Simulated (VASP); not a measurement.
# Ge2P (P6_3/mmc) in VASP: a series of runs, part 2 of 2

VASP 6.6.1. The steps go on from the part before.

## Step 5: Single point, PBE

This run uses another cell than the first one, of 21.41 Å³/atom.

INCAR reads:

```
SYSTEM = Ge2P
PREC = Accurate
ENCUT = 520
EDIFF = 1E-7
ISMEAR = 0
SIGMA = 0.1
LREAL = .False.
LASPH = .True.
NELM = 60
ALGO = Normal
ISIF = 2
LWAVE = .False.
LCHARG = .True.
GGA = PE
LELF = .True.
LVHAR = .True.
NBANDS = 42
```

KPOINTS reads:

```
Automatic mesh
0
Gamma
  12 12 4
  0 0 0
```

POSCAR reads:

```
Ge2P
1.0
    3.5161157087      0.0000000000      0.0000000000
   -1.7580578543      3.0450455264      0.0000000000
    0.0000000000      0.0000000000     11.9969812995
Ge P
4 2
Direct
    0.0000000000      0.0000000000      0.3797212916
    0.0000000000      0.0000000000      0.1202787084
    0.0000000000      0.0000000000      0.8797212916
    0.0000000000      0.0000000000      0.6202787084
    0.6666666667      0.3333333333      0.2500000000
    0.3333333333      0.6666666667      0.7500000000
```

Potentials or basis: VASP PAW PBE potentials, release 64 (Ge_d, P).

The run is started by

```sh
$ cat potpaw_PBE.64/Ge_d/POTCAR potpaw_PBE.64/P/POTCAR > POTCAR
$ mpirun -np 1 vasp_std > vasp.out
```

OUTCAR:

```text
SYSTEM = Ge2P
   PREC = Accurate
   ENCUT = 520
   EDIFF = 1E-7
   ISMEAR = 0
   LREAL = .False.
   LASPH = .True.
   NELM = 60
   ISIF = 2
   GGA = PE

 ion  position               nearest neighbor table
   1  0.000  0.000  0.380-   5 2.56   5 2.56   5 2.56   4 2.89
   2  0.000  0.000  0.120-   5 2.56   5 2.56   5 2.56   3 2.89
   3  0.000  0.000  0.880-   6 2.56   6 2.56   6 2.56   2 2.89
   4  0.000  0.000  0.620-   6 2.56   6 2.56   6 2.56   1 2.89
   5  0.667  0.333  0.250-   1 2.56   2 2.56   1 2.56   2 2.56   1 2.56   2 2.56
   6  0.333  0.667  0.750-   3 2.56   4 2.56   3 2.56   4 2.56   3 2.56   4 2.56

  LATTYP: Found a hexagonal cell.
 ALAT       =     3.5161157087
 C/A-ratio  =     3.4119984362

  Lattice vectors:

 A1 = (   3.5161157087,   0.0000000000,   0.0000000000)
 A2 = (  -1.7580578543,   3.0450455264,   0.0000000000)
 A3 = (   0.0000000000,   0.0000000000,  11.9969812995)

Analysis of symmetry for initial positions (statically):
=====================================================================
 Subroutine PRICEL returns:
 Original cell was already a primitive cell.

 Routine SETGRP: Setting up the symmetry group for a
 hexagonal supercell.

 Subroutine GETGRP returns: Found 24 space group operations
 (whereof 12 operations were pure point group operations)
 out of a pool of 24 trial point group operations.

The static configuration has the point symmetry D_3d.
 The point group associated with its full space group is D_6h.

Analysis of symmetry for dynamics (positions and initial velocities):
=====================================================================
 Subroutine PRICEL returns:
 Original cell was already a primitive cell.

 Routine SETGRP: Setting up the symmetry group for a
 hexagonal supercell.

 Subroutine GETGRP returns: Found 24 space group operations
 (whereof 12 operations were pure point group operations)
 out of a pool of 24 trial point group operations.

The dynamic configuration has the point symmetry D_3d.
 The point group associated with its full space group is D_6h.

 Subroutine INISYM returns: Found 24 space group operations
 (whereof 12 operations are pure point group operations),
 and found     1 'primitive' translations

----------------------------------------------------------------------------------------

                                     Primitive cell

  volume of cell :     128.4485

  direct lattice vectors                    reciprocal lattice vectors
     3.516115709  0.000000000  0.000000000     0.284404747  0.164201157  0.000000000
    -1.758057854  3.045045526  0.000000000     0.000000000  0.328402315  0.000000000
     0.000000000  0.000000000 11.996981299     0.000000000  0.000000000  0.083354302

  length of vectors
     3.516115709  3.516115709 11.996981299     0.328402315  0.328402315  0.083354302

  position of ions in fractional coordinates (direct lattice)
     0.000000000  0.000000000  0.379721292
     0.000000000  0.000000000  0.120278708
     0.000000000  0.000000000  0.879721292
     0.000000000  0.000000000  0.620278708
     0.666666667  0.333333333  0.250000000
     0.333333333  0.666666667  0.750000000

  ion indices of the primitive-cell ions
[... 27 lines left out ...]
     0.000000000  0.000000000  0.000000000

 Subroutine IBZKPT returns following result:
 ===========================================

 Found     57 irreducible k-points:

 Following reciprocal coordinates:
            Coordinates               Weight
  0.000000  0.000000  0.000000      1.000000
  0.083333  0.000000  0.000000      6.000000
  0.166667  0.000000  0.000000      6.000000
  0.250000  0.000000  0.000000      6.000000
  0.333333  0.000000  0.000000      6.000000
  0.416667  0.000000  0.000000      6.000000
[... 16 lines left out ...]
  0.250000  0.000000  0.250000     12.000000
  0.333333  0.000000  0.250000     12.000000
 [... further k-points ...]
   k-points           NKPTS =     57   k-points in BZ     NKDIM =     57   number of bands    NBANDS=     42
   number of dos      NEDOS =    301   number of ions     NIONS =      6
   total plane-waves  NPLWV =  70560
   dimension x,y,z NGX =    28 NGY =   28 NGZ =   90
   dimension x,y,z NGXF=    56 NGYF=   56 NGZF=  180
   ions per type =               4   2
   NGX,Y,Z   is equivalent  to a cutoff of  13.24, 13.24, 12.47 a.u.
   NGXF,Y,Z  is equivalent  to a cutoff of  26.48, 26.48, 24.94 a.u.
 SYSTEM =  Ge2P
   PREC   = accura    normal or accurate (medium, high low for compatibility)
   ISTART =      0    job   : 0-new  1-cont  2-samecut
   ICHARG =      2    charge: 1-file 2-atom 10-const
   ISPIN  =      1    spin polarized calculation?
   LNONCOLLINEAR =      F non collinear calculations
   LSORBIT =      F    spin-orbit coupling
   LASPH  =      T    aspherical Exc in radial PAW
   ENCUT  =  520.0 eV  38.22 Ry    6.18 a.u.   6.54  6.54 22.31*2*pi/ulx,y,z
   NELM   =     60;   NELMIN=  2; NELMDL= -5     # of ELM steps
   EDIFF  = 0.1E-06   stopping-criterion for ELM
   LREAL  =      F    real-space projection
   EDIFFG = 0.1E-05   stopping-criterion for IOM
   NSW    =      0    number of steps for IOM
   IBRION =     -1    ionic relax: 0-MD 1-quasi-New 2-CG
   NFREE  =      0    steps in history (QN), initial steepest desc. (CG)
   ISIF   =      2    stress and relaxation
   ISYM   =      2    0-nonsym 1-usesym 2-fastsym
   POTIM  = 0.5000    time-step for ionic-motion
   TEBEG  =    0.0;   TEEND  =   0.0 temperature during run
   PSTRESS=    0.0 pullay stress
   NELECT =      66.0000    total number of electrons
   NUPDOWN=      -1.0000    fix difference up-down
   EMIN   =  10.00;   EMAX   =-10.00  energy-range for DOS
   EFERMI =   0.00;   METHOD = LEGACY
   ISMEAR =     0;   SIGMA  =   0.10  broadening in eV -4-tet -1-fermi 0-gaus
   EFERMI_NEDOS =   21; number of points for ismear=-14 and -15
   IALGO  =     38    algorithm
   IMIX   =      4    mixing-type and parameters
     AMIX     =   0.40;   BMIX     =  1.00
     AMIX_MAG =   1.60;   BMIX_MAG =  1.00
  volume/ion in A,a.u.               =      21.41       144.47
  Fermi-wavevector in a.u.,A,eV,Ry     =   1.311233  2.477871 23.392928  1.719332
  Thomas-Fermi vector in A             =   2.441708
   LORBIT       =      0    0 simple, 1 ext, 2 COOP (PROOUT), +10 PAW based schemes
   GGA     = PE    functional components
   LHFCALC =     F    Hartree Fock is set to
   AEXX    =    0.0000 exact exchange contribution
   IVDW    =     0    specifies the selected vdW correction
   LEPSILON=     F    determine dielectric tensor
   LRPA    =     F    only Hartree local field effects (RPA)
 non-spin polarized calculation
 Gauss-broadening in eV      SIGMA  =   0.10
  energy-cutoff  :      520.00
  volume of cell :      128.45
 maximum number of plane-waves:      3504
 NGX is ok and might be reduce to    28
   NGX = 13   NGY = 13   NGZ = 45

 number of electron      66.0000058 magnetization

 Free energy of the ion-electron system (eV)
  ---------------------------------------------------
  ext. energy  EPLUGINS =         0.00000000
  ---------------------------------------------------
  free energy    TOTEN  =       -27.07222129 eV

  energy without entropy =      -27.05641458  energy(sigma->0) =      -27.06431793

 E-fermi :   5.5651     XC(G=0): -10.0965

 val. band max:        5.5477997303   @ k =   0.2500   0.1667   0.5000
 cond. band min:       5.5798408510   @ k =   0.3333   0.1667   0.0000
 fundamental gap:      0.0320411208
 Fermi energy:         5.5650749456

 k-point     1 :       0.0000    0.0000    0.0000
  band No.  band energies     occupation
      1     -19.3685      2.00000
      2     -19.3343      2.00000
      3     -19.3321      2.00000
      4     -19.3321      2.00000
      5     -19.3246      2.00000
      6     -19.3246      2.00000
[... 1069 lines left out ...]
     41      10.3074      0.00000
     42      10.4104      0.00000

 [... further k-points ...]
[... 5 lines left out ...]
  --------------------------------------------------------------------------------------
  -------------------------------------------------------------------------------------
  Total       -0.0287143     -0.0287143     -0.0185713     -0.0000000      0.0000000      0.0000000
  in kB       -0.3581625     -0.3581625     -0.2316460     -0.0000000      0.0000000      0.0000000
  external PRESSURE =      -0.3159904 kB  Pullay stress =       0.0000000 kB

 VOLUME and BASIS-vectors are now :
 -----------------------------------------------------------------------------
  energy-cutoff  :      520.00
  volume of cell :      128.45
      direct lattice vectors                 reciprocal lattice vectors
     3.516115709  0.000000000  0.000000000     0.284404747  0.164201157  0.000000000
    -1.758057854  3.045045526  0.000000000     0.000000000  0.328402315  0.000000000
     0.000000000  0.000000000 11.996981299     0.000000000  0.000000000  0.083354302

 POSITION                                       TOTAL-FORCE (eV/Angst)
 -----------------------------------------------------------------------------------
      0.00000      0.00000      4.55551         0.000000      0.000000      0.004352
      0.00000      0.00000      1.44298         0.000000      0.000000     -0.004352
      0.00000      0.00000     10.55400        -0.000000     -0.000000      0.004352
      0.00000      0.00000      7.44147        -0.000000     -0.000000     -0.004352
      1.75806      1.01502      2.99925         0.000000     -0.000000      0.000000
     -0.00000      2.03003      8.99774         0.000000      0.000000      0.000000
 -----------------------------------------------------------------------------------
    total drift:                               -0.000000      0.000000      0.000000

  FREE ENERGIE OF THE ION-ELECTRON SYSTEM (eV)
  ---------------------------------------------------
  free  energy   TOTEN  =       -27.0722212859 eV

  energy  without entropy=      -27.0564145763  energy(sigma->0) =      -27.06431793
```

Run time: 10 min. Hardware: 1 thread of Intel Xeon 8259CL, shared host; peak memory 0.39 GiB.

Results:

| Property | Result |
| --- | --- |
| Free energy | -27.0722 eV |
| Pressure | 0.0 GPa |
| Largest force | 0.004 eV/Å |
| Band gap on the k mesh | zero (bands 33 and 34 overlap by 4.06 eV) |

Forces in eV/Å, atoms in the order of the input:
```
Ge   0.000  0.000  0.004
Ge   0.000  0.000 -0.004
Ge   0.000  0.000  0.004
Ge   0.000  0.000 -0.004
P    0.000  0.000  0.000
P    0.000  0.000  0.000
```

## Step 6: Single point, PBE

This run uses another cell than the first one, of 21.41 Å³/atom.

INCAR reads:

```
PREC = Accurate ; ENCUT = 520
EDIFF = 1E-6 ; ISMEAR = 0
SIGMA = 0.1 ; LREAL = F
LASPH = T ; NELM = 80
ALGO = Normal ; ISIF = 2
LWAVE = F ; LCHARG = F
GGA = PE ; NBANDS = 42
```

KPOINTS reads:

```
regular mesh
0
Gamma
  12 12 4
```

POSCAR is that of step 5.

Potentials or basis: VASP PAW PBE potentials, release 64 (Ge_d, P).

The run is started by

```sh
$ cat potpaw_PBE.64/Ge_d/POTCAR potpaw_PBE.64/P/POTCAR > POTCAR
$ mpirun -np 1 vasp_std > vasp.out
```

It took 8 min on 1 thread of Intel Xeon 8259CL, shared host; peak memory 0.38 GiB.

The run converged. Its results:

* Free energy: -27.0722 eV
* Pressure: -0.1 GPa
* Largest force: 0.004 eV/Å
* Band gap on the k mesh: zero (bands 33 and 34 overlap by 4.06 eV)

Forces in eV/Å, atoms in the order of the input:
```
Ge   0.000  0.000  0.004
Ge   0.000  0.000 -0.004
Ge   0.000  0.000  0.004
Ge   0.000  0.000 -0.004
P    0.000  0.000  0.000
P    0.000  0.000  0.000
```

Levels at points of the mesh, in eV from the Fermi level:
```tsv
k point	band 30	band 31	band 32	band 33	band 34	band 35	band 36	band 37
(0.00, 0.00, 0.00)	-0.78	-0.78	1.07	1.33	2.22	3.22	3.22	3.26
(0.50, 0.00, 0.00)	-2.75	-2.63	-1.89	-0.40	0.05	0.20	1.21	1.83
(0.00, 0.00, 0.50)	-0.81	-0.81	-0.81	2.04	2.04	3.23	3.23	3.23
(0.50, 0.00, 0.50)	-3.05	-2.69	-2.69	-0.61	-0.61	1.59	1.59	1.69
```

## Step 7: Summary

```csv
task,cell,k mesh,cutoff (eV),gap on the mesh (eV),pressure (GPa),largest force (eV/Å)
single point,"a = 3.243, b = 3.243, c = 17.079 Å, angles 90.0, 90.0, 120.0°, 6 atoms, atomic positions A",6 × 6 × 1,520,none,10.0,0.90
single point,"a = 3.518, b = 3.518, c = 15.050 Å, angles 90.0, 90.0, 120.0°, 6 atoms, atomic positions B",6 × 6 × 1,520,none,0.0,-
relaxation of cell and atoms,"relaxed from a = 3.243, b = 3.243, c = 17.079 Å, angles 90.0, 90.0, 120.0°, 6 atoms, atomic positions A",6 × 6 × 1,600,none,0.1,0.03
single point,"a = 3.516, b = 3.516, c = 11.997 Å, angles 90.0, 90.0, 120.0°, 6 atoms, atomic positions C",12 × 12 × 4,520,none,-0.1,-
```

Alike in all rows: level PBE; potentials or basis VASP PAW PBE potentials, release 64 (Ge_d, P); no spin polarisation; smearing gaussian 0.1 eV.

Caveats: some runs use coarse meshes; the volume moved by over 15 % at a fixed basis, so the end points are rough (at least some runs); the relaxation moved the vacuum too, so the length across it says nothing of the material (at least some runs).

Total energies depend on the potentials used, so only differences within one code and one set of settings carry meaning.

The gap in the log of VASP goes by the Fermi energy; the results here count the filled bands.